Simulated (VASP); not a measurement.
# MnO2 (P4_2/mnm) in VASP: single point with LDA

Aim: the single point of MnO2 with LDA.

Program: VASP 6.6.1. These are calculated values, not measurements. Logs are shortened: lines on timing, memory, paths and dates and some standing lists are left out, and cuts for length are marked.

### Step 1. The cell of the first run

The structure is tetragonal, space group P4_2/mnm (No. 136). The conventional cell has a = 4.352 Å, b = 4.352 Å, c = 2.789 Å, α = 90.00°, β = 90.00°, γ = 90.00°. Within 2.4 Å of Mn (site symmetry mmm) lie 6 O at 1.85 to 1.87 Å. O (site symmetry m2m) has 3 Mn at 1.85 to 1.87 Å and 1 O at 2.42 Å within 2.5 Å.

### Step 2. Single point, LDA, collinear spin, ferromagnetic start

Input file INCAR:

```
ALGO = Normal ; EDIFF = 1E-6
ENCUT = 520 ; GGA = CA
ISIF = 2 ; ISMEAR = 0
ISPIN = 2 ; LASPH = T
LCHARG = F ; LMAXMIX = 4
LORBIT = 11 ; LREAL = F
LWAVE = F ; MAGMOM = 2.64 2.64 0 0 0 0
NBANDS = 38 ; NELM = 150
PREC = Accurate ; SIGMA = 0.1
```

Input file KPOINTS:

```
k-points
0
Gamma
  4 4 6
```

Input file POSCAR:

```
MnO2
1.0
    4.3522238100      0.0000000000      0.0000000000
    0.0000000000      4.3522238100      0.0000000000
    0.0000000000      0.0000000000      2.7886125837
Mn O
2 4
Direct
    0.0000000000      0.0000000000      0.0000000000
    0.5000000000      0.5000000000      0.5000000000
    0.1963258254      0.8036741746      0.5000000000
    0.3036741746      0.3036741746      0.0000000000
    0.6963258254      0.6963258254      0.0000000000
    0.8036741746      0.1963258254      0.5000000000
```

Potentials or basis: VASP PAW LDA potentials, release 64 (Mn_pv, O).

Command:

```console
> cat potpaw_LDA.64/Mn_pv/POTCAR potpaw_LDA.64/O/POTCAR > POTCAR
> mpirun -np 1 vasp_std > vasp.out
```

OUTCAR:

```text
EDIFF = 1E-6
   ENCUT = 520
   GGA = CA
   ISIF = 2
   ISMEAR = 0
   ISPIN = 2
   LASPH = T
   LORBIT = 11
   LREAL = F
   NELM = 150
   PREC = Accurate

 ion  position               nearest neighbor table
   1  0.000  0.000  0.000-   3 1.85   6 1.85   3 1.85   6 1.85   5 1.87   4 1.87
   2  0.500  0.500  0.500-   4 1.85   5 1.85   4 1.85   5 1.85   3 1.87   6 1.87
   3  0.196  0.804  0.500-   1 1.85   1 1.85   2 1.87
   4  0.304  0.304  0.000-   2 1.85   2 1.85   1 1.87
   5  0.696  0.696  0.000-   2 1.85   2 1.85   1 1.87
   6  0.804  0.196  0.500-   1 1.85   1 1.85   2 1.87

  LATTYP: Found a simple tetragonal cell.
 ALAT       =     4.3522238100
 C/A-ratio  =     0.6407328082

  Lattice vectors:

 A1 = (   4.3522238100,   0.0000000000,   0.0000000000)
 A2 = (   0.0000000000,   4.3522238100,   0.0000000000)
 A3 = (   0.0000000000,   0.0000000000,   2.7886125837)

Analysis of symmetry for initial positions (statically):
=====================================================================
 Subroutine PRICEL returns:
 Original cell was already a primitive cell.

 Routine SETGRP: Setting up the symmetry group for a
 simple tetragonal supercell.

 Subroutine GETGRP returns: Found 16 space group operations
 (whereof  8 operations were pure point group operations)
 out of a pool of 16 trial point group operations.

The static configuration has the point symmetry D_2h.
 The point group associated with its full space group is D_4h.

Analysis of symmetry for dynamics (positions and initial velocities):
=====================================================================
 Subroutine PRICEL returns:
 Original cell was already a primitive cell.

 Routine SETGRP: Setting up the symmetry group for a
 simple tetragonal supercell.

 Subroutine GETGRP returns: Found 16 space group operations
 (whereof  8 operations were pure point group operations)
 out of a pool of 16 trial point group operations.

The dynamic configuration has the point symmetry D_2h.
 The point group associated with its full space group is D_4h.

Analysis of structural, dynamic, and magnetic symmetry:
=====================================================================
 Subroutine PRICEL returns:
 Original cell was already a primitive cell.

 Routine SETGRP: Setting up the symmetry group for a
 simple tetragonal supercell.

 Subroutine GETGRP returns: Found 16 space group operations
 (whereof  8 operations were pure point group operations)
 out of a pool of 16 trial point group operations.

The overall configuration has the point symmetry D_2h.
 The point group associated with its full space group is D_4h.

 Subroutine INISYM returns: Found 16 space group operations
 (whereof  8 operations are pure point group operations),
 and found     1 'primitive' translations

----------------------------------------------------------------------------------------

                                     Primitive cell

  volume of cell :      52.8215

  direct lattice vectors                    reciprocal lattice vectors
     4.352223810  0.000000000  0.000000000     0.229767596  0.000000000  0.000000000
     0.000000000  4.352223810  0.000000000     0.000000000  0.229767596  0.000000000
     0.000000000  0.000000000  2.788612584     0.000000000  0.000000000  0.358601265

  length of vectors
     4.352223810  4.352223810  2.788612584     0.229767596  0.229767596  0.358601265

  position of ions in fractional coordinates (direct lattice)
     0.000000000  0.000000000  0.000000000
     0.500000000  0.500000000  0.500000000
     0.196325825  0.803674175  0.500000000
     0.303674175  0.303674175  0.000000000
     0.696325825  0.696325825  0.000000000
     0.803674175  0.196325825  0.500000000

  ion indices of the primitive-cell ions
   primitive index   ion index
                 1           1
                 2           2
                 3           3
                 4           4
                 5           5
                 6           6

----------------------------------------------------------------------------------------

 KPOINTS: k-points

Automatic generation of k-mesh.
 Grid dimensions read from file:
 generate k-points for:    4    4    6

 Generating k-lattice:

  Cartesian coordinates                     Fractional coordinates (reciprocal lattice)
     0.057441899  0.000000000  0.000000000     0.250000000  0.000000000  0.000000000
     0.000000000  0.057441899  0.000000000     0.000000000  0.250000000  0.000000000
     0.000000000  0.000000000  0.059766877     0.000000000  0.000000000  0.166666667

  Length of vectors
     0.057441899  0.057441899  0.059766877

  Shift w.r.t. Gamma in fractional coordinates (k-lattice)
     0.000000000  0.000000000  0.000000000

 Subroutine IBZKPT returns following result:
 ===========================================

 Found     24 irreducible k-points:

 Following reciprocal coordinates:
            Coordinates               Weight
  0.000000  0.000000  0.000000      1.000000
  0.250000  0.000000  0.000000      4.000000
  0.500000  0.000000  0.000000      2.000000
  0.250000  0.250000  0.000000      4.000000
  0.500000  0.250000  0.000000      4.000000
  0.500000  0.500000  0.000000      1.000000
[... 16 lines left out ...]
  0.500000  0.250000  0.500000      4.000000
  0.500000  0.500000  0.500000      1.000000
   k-points           NKPTS =     24   k-points in BZ     NKDIM =     24   number of bands    NBANDS=     38
   number of dos      NEDOS =    301   number of ions     NIONS =      6
   total plane-waves  NPLWV =  24576
   dimension x,y,z NGX =    32 NGY =   32 NGZ =   24
   dimension x,y,z NGXF=    64 NGYF=   64 NGZF=   48
   ions per type =               2   4
   NGX,Y,Z   is equivalent  to a cutoff of  12.22, 12.22, 14.31 a.u.
   NGXF,Y,Z  is equivalent  to a cutoff of  24.45, 24.45, 28.62 a.u.
 SYSTEM =  unknown system
   PREC   = accura    normal or accurate (medium, high low for compatibility)
   ISTART =      0    job   : 0-new  1-cont  2-samecut
   ICHARG =      2    charge: 1-file 2-atom 10-const
   ISPIN  =      2    spin polarized calculation?
   LNONCOLLINEAR =      F non collinear calculations
   LSORBIT =      F    spin-orbit coupling
   LASPH  =      T    aspherical Exc in radial PAW
   ENCUT  =  520.0 eV  38.22 Ry    6.18 a.u.   8.09  8.09  5.18*2*pi/ulx,y,z
   NELM   =    150;   NELMIN=  2; NELMDL= -5     # of ELM steps
   EDIFF  = 0.1E-05   stopping-criterion for ELM
   LREAL  =      F    real-space projection
   EDIFFG = 0.1E-04   stopping-criterion for IOM
   NSW    =      0    number of steps for IOM
   IBRION =     -1    ionic relax: 0-MD 1-quasi-New 2-CG
   NFREE  =      0    steps in history (QN), initial steepest desc. (CG)
   ISIF   =      2    stress and relaxation
   ISYM   =      2    0-nonsym 1-usesym 2-fastsym
   POTIM  = 0.5000    time-step for ionic-motion
   TEBEG  =    0.0;   TEEND  =   0.0 temperature during run
   PSTRESS=    0.0 pullay stress
   NELECT =      50.0000    total number of electrons
   NUPDOWN=      -1.0000    fix difference up-down
   EMIN   =  10.00;   EMAX   =-10.00  energy-range for DOS
   EFERMI =   0.00;   METHOD = LEGACY
   ISMEAR =     0;   SIGMA  =   0.10  broadening in eV -4-tet -1-fermi 0-gaus
   EFERMI_NEDOS =   21; number of points for ismear=-14 and -15
   IALGO  =     38    algorithm
   IMIX   =      4    mixing-type and parameters
     AMIX     =   0.40;   BMIX     =  1.00
     AMIX_MAG =   1.60;   BMIX_MAG =  1.00
  volume/ion in A,a.u.               =       8.80        59.41
  Fermi-wavevector in a.u.,A,eV,Ry     =   1.607415  3.037573 35.154492  2.583782
  Thomas-Fermi vector in A             =   2.703447
   LORBIT       =     11    0 simple, 1 ext, 2 COOP (PROOUT), +10 PAW based schemes
   GGA     = CA    functional components
   LHFCALC =     F    Hartree Fock is set to
   AEXX    =    0.0000 exact exchange contribution
   IVDW    =     0    specifies the selected vdW correction
   LEPSILON=     F    determine dielectric tensor
   LRPA    =     F    only Hartree local field effects (RPA)
 spin polarized calculation
 Gauss-broadening in eV      SIGMA  =   0.10
  energy-cutoff  :      520.00
  volume of cell :       52.82
 maximum number of plane-waves:      1456
   NGX = 17   NGY = 17   NGZ = 11

 number of electron      50.0000029 magnetization       3.9040067

 Free energy of the ion-electron system (eV)
  ---------------------------------------------------
  ext. energy  EPLUGINS =         0.00000000
  ---------------------------------------------------
  free energy    TOTEN  =       -52.91340747 eV

  energy without entropy =      -52.88755506  energy(sigma->0) =      -52.90048127

 E-fermi :   5.9803     XC(G=0): -12.9086

 val. band max:        5.9745483686   @ k =   0.2500   0.2500   0.1667
 cond. band min:       5.9912524452   @ k =   0.2500   0.0000   0.3333
 fundamental gap:      0.0167040766
 Fermi energy:         5.9803261966

 spin component 1

 k-point     1 :       0.0000    0.0000    0.0000
  band No.  band energies     occupation
      1     -43.8098      1.00000
      2     -43.7994      1.00000
      3     -43.6658      1.00000
      4     -43.6658      1.00000
      5     -43.6280      1.00000
      6     -43.6280      1.00000
[... 29 lines left out ...]
     36      19.8817      0.00000
     37      20.4348      0.00000

 k-point     2 :       0.2500    0.0000    0.0000
  band No.  band energies     occupation
      1     -43.8082      1.00000
      2     -43.8009      1.00000
      3     -43.6610      1.00000
      4     -43.6608      1.00000
      5     -43.6333      1.00000
      6     -43.6330      1.00000
[... 29 lines left out ...]
     36      19.6540      0.00000
     37      20.4834      0.00000
[... 838 lines left out ...]
     36      19.5267      0.00000
     37      21.3590      0.00000

 k-point    24 :       0.5000    0.5000    0.5000
  band No.  band energies     occupation
      1     -43.9665      1.00000
      2     -43.9665      1.00000
      3     -43.6399      1.00000
      4     -43.6399      1.00000
      5     -43.6153      1.00000
      6     -43.6153      1.00000
[... 29 lines left out ...]
     36      19.1918      0.00000
     37      20.9153      0.00000
 Fermi energy:         5.9803261966

 spin component 2

 k-point     1 :       0.0000    0.0000    0.0000
  band No.  band energies     occupation
      1     -41.9935      1.00000
      2     -41.9935      1.00000
      3     -41.9183      1.00000
      4     -41.9183      1.00000
      5     -41.8548      1.00000
      6     -41.8428      1.00000
[... 29 lines left out ...]
     36      20.4217      0.00000
     37      20.6188      0.00000

 k-point     2 :       0.2500    0.0000    0.0000
  band No.  band energies     occupation
      1     -41.9907      1.00000
      2     -41.9905      1.00000
      3     -41.9216      1.00000
      4     -41.9214      1.00000
      5     -41.8530      1.00000
      6     -41.8446      1.00000
[... 29 lines left out ...]
     36      20.0793      0.00000
     37      20.7264      0.00000
[... 838 lines left out ...]
     36      19.7862      0.00000
     37      21.6718      0.00000

 k-point    24 :       0.5000    0.5000    0.5000
  band No.  band energies     occupation
      1     -42.0291      1.00000
      2     -42.0291      1.00000
      3     -41.9738      1.00000
      4     -41.9738      1.00000
      5     -41.8946      1.00000
      6     -41.8946      1.00000
[... 29 lines left out ...]
     36      19.5957      0.00000
     37      21.0921      0.00000
 [bands above 37 left out]

------------------------ aborting loop because EDIFF is reached ----------------------------------------

  FORCE on cell =-STRESS in cart. coord.  units (eV):
  Direction    XX          YY          ZZ          XY          YZ          ZX
  --------------------------------------------------------------------------------------
  -------------------------------------------------------------------------------------
  Total       -1.3034884     -1.3034884     -1.3714503     -0.0000000      0.0000000      0.0000000
  in kB      -39.5373098    -39.5373098    -41.5987271     -0.0000000      0.0000000      0.0000000
  external PRESSURE =     -40.2244489 kB  Pullay stress =       0.0000000 kB

 VOLUME and BASIS-vectors are now :
 -----------------------------------------------------------------------------
  energy-cutoff  :      520.00
  volume of cell :       52.82
      direct lattice vectors                 reciprocal lattice vectors
     4.352223810  0.000000000  0.000000000     0.229767596  0.000000000  0.000000000
     0.000000000  4.352223810  0.000000000     0.000000000  0.229767596  0.000000000
     0.000000000  0.000000000  2.788612584     0.000000000  0.000000000  0.358601265

 POSITION                                       TOTAL-FORCE (eV/Angst)
 -----------------------------------------------------------------------------------
      0.00000      0.00000      0.00000        -0.000000      0.000000      0.000000
      2.17611      2.17611      1.39431        -0.000000      0.000000      0.000000
      0.85445      3.49777      1.39431         0.158106     -0.158106      0.000000
      1.32166      1.32166      0.00000        -0.158106     -0.158106      0.000000
      3.03057      3.03057      0.00000         0.158106      0.158106     -0.000000
      3.49777      0.85445      1.39431        -0.158106      0.158106      0.000000
 -----------------------------------------------------------------------------------
    total drift:                               -0.000000      0.000000     -0.000000

  FREE ENERGIE OF THE ION-ELECTRON SYSTEM (eV)
  ---------------------------------------------------
  free  energy   TOTEN  =       -52.9134074743 eV

  energy  without entropy=      -52.8875550649  energy(sigma->0) =      -52.90048127

 total charge

# of ion       s       p       d       tot
------------------------------------------
    1        0.377   6.518   5.055  11.950
    2        0.377   6.518   5.055  11.950
    3        1.561   3.445   0.000   5.006
    4        1.561   3.445   0.000   5.006
    5        1.561   3.445   0.000   5.006
    6        1.561   3.445   0.000   5.006
--------------------------------------------------
tot          6.996  26.818  10.111  43.924

 magnetization (x)

# of ion       s       p       d       tot
------------------------------------------
    1        0.012   0.022   1.728   1.761
    2        0.012   0.022   1.728   1.761
    3        0.000   0.061   0.000   0.062
    4        0.000   0.061   0.000   0.062
    5        0.000   0.061   0.000   0.062
    6        0.000   0.061   0.000   0.062
--------------------------------------------------
tot          0.024   0.289   3.455   3.769
```

Run time: 70 s. Hardware: 1 thread of AMD EPYC 9R45 (Zen 5), shared host; peak memory 0.16 GiB.

Results:

```yaml
Free_energy: -52.9134 eV
Pressure: -4.0 GPa
Largest_force: 0.224 eV/Å
Net_moment: 3.90 μB per cell
Site_moments: Mn +1.76; O +0.06 μB
Valence_electrons_inside_the_program's_atomic_spheres: Mn 11.95; O 5.01
```

Forces in eV/Å, atoms in the order of the input:
```
Mn   0.000  0.000  0.000
Mn   0.000  0.000  0.000
O    0.158 -0.158  0.000
O   -0.158 -0.158  0.000
O    0.158  0.158  0.000
O   -0.158  0.158  0.000
```

Levels at points of the mesh, in eV from the Fermi level:
Spin up:
```tsv
k point	band 23	band 24	band 25	band 26	band 27	band 28	band 29	band 30	band 31	band 32
(0.00, 0.00, 0.00)	-1.91	-1.91	-1.67	-1.67	-0.87	0.30	0.56	3.04	3.04	3.89
(0.50, 0.00, 0.00)	-1.41	-1.41	-1.02	-1.02	-0.19	-0.19	2.51	2.51	2.74	2.74
(0.50, 0.50, 0.00)	-2.24	-2.24	-1.90	-1.90	0.39	0.39	1.95	1.95	3.01	3.01
(0.00, 0.00, 0.50)	-1.36	-1.36	-0.70	-0.70	0.18	0.18	1.63	1.63	2.23	2.23
(0.50, 0.00, 0.50)	-2.18	-2.18	-1.37	-1.37	0.34	0.34	0.78	0.78	3.62	3.62
(0.50, 0.50, 0.50)	-1.36	-1.36	-0.89	-0.89	-0.52	-0.52	2.25	2.25	2.25	2.25
```
Spin down:
```csv
k point,band 20,band 21,band 22,band 23,band 24,band 25,band 26,band 27
"(0.00, 0.00, 0.00)",-1.50,-1.50,-1.12,-0.62,-0.28,-0.16,-0.16,-0.06
"(0.50, 0.00, 0.00)",-3.26,-1.89,-1.89,0.14,0.14,0.50,0.50,1.11
"(0.50, 0.50, 0.00)",-2.82,-2.49,-2.49,-0.57,-0.57,-0.15,-0.15,1.56
"(0.00, 0.00, 0.50)",-3.99,-3.07,-3.07,0.59,0.59,0.61,0.61,1.48
"(0.50, 0.00, 0.50)",-3.73,-2.25,-2.25,-0.62,-0.62,0.61,0.61,1.60
"(0.50, 0.50, 0.50)",-2.69,-2.02,-2.02,0.25,0.25,0.64,0.64,0.84
```

Caveat: the k points lie up to 0.38 Å⁻¹ apart; semilocal functionals often make such compounds metallic where correlation or magnetic order opens a gap, which also shifts bond lengths; the run started ferromagnetic, and an antiferromagnetic order may lie lower in energy. With open d or f shells a metallic result of LDA can be an artefact of self-interaction; +U or a hybrid may open a gap.
